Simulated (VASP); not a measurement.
# Si2Mo (I4/mmm) in VASP: further runs, part 2 of 2

VASP 6.6.1.

## Step 3: Single point, revPBE

This run uses another cell than the first one, of 13.71 Å³/atom, 1.022 times its volume.

Input file INCAR:

```
SYSTEM = Si2Mo
PREC = Accurate
ENCUT = 520
EDIFF = 1E-7
ISMEAR = -1
SIGMA = 0.05
LREAL = .False.
LASPH = .True.
NELM = 60
ALGO = Normal
ISIF = 2
LWAVE = .False.
LCHARG = .True.
GGA = RE
LELF = .True.
LVHAR = .True.
NBANDS = 18
```

Input file KPOINTS:

```
regular mesh
0
Gamma
  12 12 12
  0 0 0
```

Input file POSCAR:

```
Si2Mo
1.0
   -1.6134902041      1.6134902041      3.9484210937
    1.6134902041     -1.6134902041      3.9484210937
    1.6134902041      1.6134902041     -3.9484210937
Mo Si
1 2
Direct
    0.0000000000      0.0000000000      0.0000000000
    0.6649218126      0.6649218126      0.0000000000
    0.3350781874      0.3350781874      0.0000000000
```

Potentials or basis: VASP PAW PBE potentials, release 64 (Mo_sv, Si).

The run is started by

```console
$ cat potpaw_PBE.64/Mo_sv/POTCAR potpaw_PBE.64/Si/POTCAR > POTCAR
$ mpirun -np 1 vasp_std > vasp.out
```

OUTCAR:

```text
SYSTEM = Si2Mo
   PREC = Accurate
   ENCUT = 520
   EDIFF = 1E-7
   ISMEAR = -1
   LREAL = .False.
   LASPH = .True.
   NELM = 60
   ISIF = 2
   GGA = RE

 ion  position               nearest neighbor table
   1  0.000  0.000  0.000-   2 2.63   2 2.63   2 2.63   3 2.63   2 2.63   3 2.63   3 2.63   3 2.63
                             2 2.65   3 2.65
   2  0.665  0.665  0.000-   3 2.60   1 2.63   1 2.63   1 2.63   1 2.63   1 2.65   3 2.65   3 2.65
                             3 2.65   3 2.65
   3  0.335  0.335  0.000-   2 2.60   1 2.63   1 2.63   1 2.63   1 2.63   1 2.65   2 2.65   2 2.65
                             2 2.65   2 2.65

  LATTYP: Found a body centered tetragonal cell.
 ALAT       =     3.2269804082
 C/A-ratio  =     2.4471305024

  Lattice vectors:

 A1 = (  -1.6134902041,   1.6134902041,   3.9484210937)
 A2 = (   1.6134902041,  -1.6134902041,   3.9484210937)
 A3 = (   1.6134902041,   1.6134902041,  -3.9484210937)

Analysis of symmetry for initial positions (statically):
=====================================================================
 Subroutine PRICEL returns:
 Original cell was already a primitive cell.

 Routine SETGRP: Setting up the symmetry group for a
[... 166 lines left out ...]
  free energy    TOTEN  =       -22.33568881 eV

  energy without entropy =      -22.33312362  energy(sigma->0) =      -22.33440622

 E-fermi :  11.9820     XC(G=0): -12.3023

 val. band max:       11.9797904470   @ k =   0.0833   0.0000   0.0000
 cond. band min:      11.9932068434   @ k =  -0.0833  -0.1667   0.0833
 fundamental gap:      0.0134163965
 Fermi energy:        11.9819933790

 k-point     1 :       0.0000    0.0000    0.0000
  band No.  band energies     occupation
      1     -48.7590      2.00000
      2     -22.8933      2.00000
      3     -22.8323      2.00000
      4     -22.8323      2.00000
      5      -1.2551      2.00000
      6       5.7413      2.00000
[... 481 lines left out ...]
      5       1.6257      2.00000
      6       4.1436      2.00000
[... 10 lines left out ...]
     17      19.1912      0.00000
     18      20.0489      0.00000

 [... further k-points ...]
[... 5 lines left out ...]
  --------------------------------------------------------------------------------------
  -------------------------------------------------------------------------------------
  Total       -0.0175443     -0.0175443     -0.0429723      0.0000000     -0.0000000      0.0000000
  in kB       -0.6836444     -0.6836444     -1.6744906      0.0000000     -0.0000000      0.0000000
  external PRESSURE =      -1.0139265 kB  Pullay stress =       0.0000000 kB

 VOLUME and BASIS-vectors are now :
 -----------------------------------------------------------------------------
  energy-cutoff  :      520.00
  volume of cell :       41.12
      direct lattice vectors                 reciprocal lattice vectors
    -1.613490204  1.613490204  3.948421094     0.000000000  0.309887224  0.126632897
     1.613490204 -1.613490204  3.948421094     0.309887224  0.000000000  0.126632897
     1.613490204  1.613490204 -3.948421094     0.309887224  0.309887224  0.000000000

 POSITION                                       TOTAL-FORCE (eV/Angst)
 -----------------------------------------------------------------------------------
      0.00000      0.00000      0.00000        -0.000000     -0.000000      0.000000
      0.00000      0.00000      5.25078         0.000000      0.000000      0.005345
      0.00000      0.00000      2.64606        -0.000000     -0.000000     -0.005345
 -----------------------------------------------------------------------------------
    total drift:                               -0.000000      0.000000      0.000000

  FREE ENERGIE OF THE ION-ELECTRON SYSTEM (eV)
  ---------------------------------------------------
  free  energy   TOTEN  =       -22.3356888147 eV

  energy  without entropy=      -22.3331236220  energy(sigma->0) =      -22.33440622
```

It took 83 s on 1 thread of Intel Xeon 6975P-C (Granite Rapids), shared host; peak memory 0.27 GiB.

Results:

```yaml
Free_energy: -22.3357 eV
Pressure: -0.1 GPa
Largest_force: 0.005 eV/Å
Band_gap_on_the_k_mesh: zero (band 11 reaches 12.44 eV, above the bottom of band 12 at 11.51 eV)
```

Forces on the atoms (eV/Å):
```
Mo   0.000  0.000  0.000
Si   0.000  0.000  0.005
Si   0.000  0.000 -0.005
```

Caveat: the PAW data sets were made with another functional, which shifts forces and pressure a little.

## Step 4: Single point, RPBE

This run uses another cell than the first one, of 13.75 Å³/atom, 1.025 times its volume.

Input file INCAR:

```
SYSTEM = Si2Mo
PREC = Accurate ; ENCUT = 520
EDIFF = 1E-6 ; ISMEAR = -1
SIGMA = 0.05 ; LREAL = .False.
LASPH = .True. ; NELM = 80
ALGO = Normal ; ISIF = 2
LWAVE = .False. ; LCHARG = .False.
GGA = RP ; NBANDS = 18
```

Input file KPOINTS:

```
Automatic mesh
0
Gamma
  12 12 12
  0 0 0
```

Input file POSCAR:

```
Si2Mo
1.0
   -1.6153530246      1.6153530246      3.9525822507
    1.6153530246     -1.6153530246      3.9525822507
    1.6153530246      1.6153530246     -3.9525822507
Mo Si
1 2
Direct
    0.0000000000      0.0000000000      0.0000000000
    0.6649314555      0.6649314555      0.0000000000
    0.3350685445      0.3350685445      0.0000000000
```

The run is started by

```console
$ cat potpaw_PBE.64/Mo_sv/POTCAR potpaw_PBE.64/Si/POTCAR > POTCAR
$ mpirun -np 1 vasp_std > vasp.out
```

Run time: 85 s. Hardware: 1 thread of Intel Xeon 6975P-C (Granite Rapids), shared host; peak memory 0.28 GiB.

It converged, with:

* Free energy: -22.0818 eV
* Pressure: -0.2 GPa
* Largest force: 0.005 eV/Å
* Band gap on the k mesh: zero (band 11 reaches 12.41 eV, above the bottom of band 12 at 11.48 eV)

Forces in eV/Å, atoms in the order of the input:
```
Mo   0.000  0.000  0.000
Si   0.000  0.000  0.005
Si   0.000  0.000 -0.005
```

Stress tensor (GPa, compression positive):
```
-0.12  0.00  0.00
 0.00 -0.12  0.00
 0.00  0.00 -0.24
```

Levels at points of the mesh, in eV from the Fermi level:
| k point | band 8 | band 9 | band 10 | band 11 | band 12 | band 13 | band 14 | band 15 |
| --- | --- | --- | --- | --- | --- | --- | --- | --- |
| (0.00, 0.00, 0.00) | -2.91 | -2.54 | -2.54 | 0.36 | 3.04 | 3.24 | 3.45 | 3.45 |
| (0.50, 0.00, 0.00) | -4.41 | -2.50 | -2.47 | -0.47 | 2.19 | 3.07 | 3.91 | 4.16 |
| (0.50, 0.50, 0.00) | -5.17 | -4.33 | -2.94 | -1.21 | 2.24 | 2.64 | 3.08 | 3.27 |
| (0.50, 0.50, 0.50) | -2.11 | -0.54 | -0.54 | -0.47 | -0.47 | 0.49 | 4.68 | 4.94 |

Caveat: the PAW data sets were made with another functional, which shifts forces and pressure a little.

## Step 5: Relaxation of cell and atoms, RPBE

Input file INCAR:

```
ALGO = Normal
EDIFF = 1E-6
EDIFFG = -0.01
ENCUT = 600
GGA = RP
IBRION = 2
ISIF = 3
ISMEAR = -1
LASPH = True
LCHARG = False
LREAL = False
LWAVE = False
NELM = 60
NSW = 60
PREC = Accurate
SIGMA = 0.05
```

Input file KPOINTS:

```
k-points
0
Gamma
  12 12 12
```

Input file POSCAR:

```
Si2Mo
1.0
   -1.6000000000      1.6000000000      3.9305000000
    1.6000000000     -1.6000000000      3.9305000000
    1.6000000000      1.6000000000     -3.9305000000
Mo Si
1 2
Direct
    0.0000000000      0.0000000000      0.0000000000
    0.6670000000      0.6670000000      0.0000000000
    0.3330000000      0.3330000000      0.0000000000
```

The run is started by

```console
$ cat potpaw_PBE.64/Mo_sv/POTCAR potpaw_PBE.64/Si/POTCAR > POTCAR
$ mpirun -np 1 vasp_std > vasp.out
```

Wall time 4.7 min (1 thread of Intel Xeon 6975P-C (Granite Rapids), shared host); peak memory 0.29 GiB.

It converged, with:

```
Free energy                            : -22.0818 eV
Relaxed volume                         : 13.73 Å³/atom
Relaxed cell                           : a = 4.563 Å, b = 4.563 Å, c = 4.563 Å, α = 138.55°, β = 138.55°, γ = 60.06°
Space group after relaxing (to 0.05 Å) : I4/mmm (No. 139)
Energy gained by relaxing              : 5.9 meV/atom
Ionic steps                            : 6
Pressure after relaxing                : 0.1 GPa
Band gap on the k mesh                 : zero (band 11 reaches 12.43 eV, above the bottom of band 12 at 11.50 eV)
```

The path:
```
step  energy change (eV)  largest force (eV/Å)  pressure (GPa)  volume (Å³)
   1              0.0000                0.2442            4.69        40.25
   2              0.0101                0.1381           -6.20        42.58
   3             -0.0155                0.1908           -0.39        41.25
   4             -0.0177                0.0307           -0.03        41.22
   5             -0.0177                0.0223           -0.04        41.22
   6             -0.0178                0.0017            0.06        41.20
```

Final structure:
```xyz
3
Lattice="-1.6146 1.6146 3.9506 1.6146 -1.6146 3.9506 1.6146 1.6146 -3.9506" Properties=species:S:1:pos:R:3 pbc="T T T"
Mo    0.0000    0.0000    7.9012
Si    0.0000    0.0000    5.2542
Si    0.0000    0.0000    2.6471
```

Levels at points of the mesh, in eV from the Fermi level:
```
           k point  band 8  band 9  band 10  band 11  band 12  band 13  band 14  band 15
(0.00, 0.00, 0.00)   -2.92   -2.54    -2.54     0.36     3.05     3.24     3.46     3.46
(0.50, 0.00, 0.00)   -4.42   -2.50    -2.47    -0.47     2.20     3.07     3.92     4.17
(0.50, 0.50, 0.00)   -5.17   -4.34    -2.94    -1.21     2.25     2.65     3.08     3.27
(0.50, 0.50, 0.50)   -2.11   -0.55    -0.55    -0.47    -0.47     0.49     4.69     4.96
```

Caveat: the PAW data sets were made with another functional, which shifts forces and pressure a little.

## Step 6: The runs side by side

| task | level | cell | cutoff (eV) | gap on the mesh (eV) | pressure (GPa) | largest force (eV/Å) |
| --- | --- | --- | --- | --- | --- | --- |
| single point | BLYP | a = 4.535 Å, angles 138.7, 138.7, 59.9°, 3 atoms | 520 | none | 12.2 | 0.32 |
| single point | revPBE | a = 4.560 Å, angles 138.6, 138.6, 60.0°, 3 atoms | 520 | none | -0.1 | 0.01 |
| single point | RPBE | a = 4.565 Å, angles 138.6, 138.6, 60.1°, 3 atoms | 520 | none | -0.2 | 0.01 |
| relaxation of cell and atoms | RPBE | relaxed from a = 4.535 Å, angles 138.7, 138.7, 59.9°, 3 atoms | 600 | none | 0.1 | - |

Alike in all rows: potentials or basis VASP PAW PBE potentials, release 64 (Mo_sv, Si); no spin polarisation; k mesh 12 × 12 × 12; smearing fermi-dirac 0.05 eV.

Caveats: the PAW data sets were made with another functional, which shifts forces and pressure a little.

Total energies depend on the potentials used, so only differences within one code and one set of settings carry meaning.
